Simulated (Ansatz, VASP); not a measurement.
## GaP4: VASP beside Ansatz

```
Ga P
1.0
     9.00368    0.00000    0.00000
     0.00000    9.00368    0.00000
     0.00000    0.00000    9.00368
Ga P
2 8
Direct
  0.00000 0.00000 0.00000
  0.50000 0.50000 0.50000
  0.31197 0.31197 0.31197
  0.68803 0.68803 0.31197
  0.68803 0.31197 0.68803
  0.31197 0.68803 0.68803
  0.81197 0.81197 0.18803
  0.18803 0.18803 0.18803
  0.81197 0.18803 0.81197
  0.18803 0.81197 0.81197
```

Alike in both runs: functional PBE; k mesh 4 × 4 × 4; occupations gaussian, width 0.1 eV; no spin polarisation.

Ansatz relaxed the structure, and its values are those at the end. VASP's run is a single point on that final structure, the one shown.

```csv
,VASP,Ansatz
version,VASP 6.6.1,Ansatz 0.2.0
potentials or method,"VASP PAW PBE potentials, release 64 (Ga_d, P), cutoff 520 eV","scalar-relativistic, plane waves, PAW"
valence electrons in the cell,66,66
```

|  | VASP | Ansatz | Ansatz less VASP |
| --- | --- | --- | --- |
| gap on the k mesh at the Fermi level (eV) | none | none | - |
| pressure (GPa) | 0.0 | 0.1 | +0.05 |
| rms of the force components (eV/Å) | 0.017 | 0.030 | +0.0129 |

A gap of «none» marks a metal or a gap that the smearing closes.
